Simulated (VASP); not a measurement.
Wanted: the native input for a VASP 6.6.1 run.

| Item | Value |
| --- | --- |
| Task | single point |
| Functional | PBEsol |
| Potentials or basis | VASP PAW PBE potentials, release 64 (Al, Ga_d, N) |
| Cutoff | 520 eV |
| k mesh | 8 × 8 × 4 |
| Occupations | gaussian, width 0.02 eV |
| Spin | no spin polarisation |
| Dipole correction | no |
| Further INCAR settings | ALGO = Normal; EDIFF = 1e-06; NBANDS = 46 |

The structure of Al2GaN3 lies in POSCAR:

```
Al2GaN3
1.0
    5.5134807409     -1.5051624997      0.0008751226
    5.5134807409      1.5051624997      0.0008751226
   -1.8203644891      0.0000000000      6.8883351835
Al Ga N
4 2 6
Direct
    0.9444747477      0.9444747477      0.3891113072
    0.8891082302      0.8891082302      0.7761617281
    0.2237610805      0.2237610805      0.4444137338
    0.5537989563      0.5537989563      0.1132503041
    0.2767531581      0.2767531581      0.0579261869
    0.6093241854      0.6093241854      0.7218448545
    0.1471149576      0.1471149576      0.1852364042
    0.4814640188      0.4814640188      0.8529752119
    0.8185961643      0.8185961643      0.5148461360
    0.7645152805      0.7645152805      0.9014122742
    0.0956975455      0.0956975455      0.5643553745
    0.4307566752      0.4307566752      0.2432674747
```

This cell differs from its parent crystal: equal strain along all axes, cell held: -4.0 %, then relaxed in part.

The input as run:

INCAR

```
SYSTEM = Al2GaN3
PREC = Accurate
ENCUT = 520
EDIFF = 1E-6
ISMEAR = 0
SIGMA = 0.02
LREAL = .False.
LASPH = .True.
NELM = 80
ALGO = Normal
ISIF = 2
LWAVE = .False.
LCHARG = .False.
GGA = PS
NBANDS = 46
```

KPOINTS

```
regular mesh
0
Gamma
  8 8 4
  0 0 0
```

Potentials or basis: VASP PAW PBE potentials, release 64 (Al, Ga_d, N).

The run is started by

```console
$ cat potpaw_PBE.64/Al/POTCAR potpaw_PBE.64/Ga_d/POTCAR potpaw_PBE.64/N/POTCAR > POTCAR
$ mpirun -np 1 vasp_std > vasp.out
```

It gave:

```
Pressure               : 31.0 GPa
Largest force          : 0.042 eV/Å
Band gap on the k mesh : 4.22 eV
```

Caveat: the cell differs from its parent crystal (equal strain along all axes, cell held: -4.0 %, then relaxed in part); the cell stands under pressure; the PAW data sets were made with another functional, which shifts forces and pressure a little.

Wall time 6.1 min on 1 thread of Intel(R) Xeon(R) 6975P-C (Granite Rapids), on a shared host, peak memory 0.55 GiB.
